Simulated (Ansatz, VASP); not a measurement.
## Co: VASP beside Ansatz

```
CELL_PARAMETERS angstrom
0.00000 1.75622 1.75622
1.75622 0.00000 1.75622
1.75622 1.75622 0.00000
ATOMIC_POSITIONS crystal
Co 0.00000 0.00000 0.00000
```

Alike in both runs: functional r2SCAN; k mesh 20 × 20 × 20; occupations gaussian, width 0.1 eV; collinear spin.

Ansatz relaxed the structure, and its values are those at the end. VASP's run is a single point on that final structure, the one shown.

|  | VASP | Ansatz |
| --- | --- | --- |
| version | VASP 6.6.1 | Ansatz 0.2.0 |
| potentials or method | VASP PAW PBE potentials, release 64 (Co), cutoff 520 eV | scalar-relativistic, plane waves, PAW |
| valence electrons in the cell | 9 | 17 |

|  | VASP | Ansatz | Ansatz less VASP |
| --- | --- | --- | --- |
| gap on the k mesh at the Fermi level (eV) | none | none | - |
| pressure (GPa) | -0.1 | 0.0 | +0.02 |
| net moment per atom (μB) | 1.83 | 1.84 | +0.010 |
| size of the moment on the site where the two differ most (μB) | 1.88 | 1.94 | +0.064 |

VASP's potentials were made for PBE, not for r2SCAN. Site moments also hang on the region over which each program counts them. A gap of «none» marks a metal or a gap that the smearing closes. VASP's potentials hold 9 valence electrons a cell and Ansatz's 17, so a difference there can come from the potentials and not from the codes.
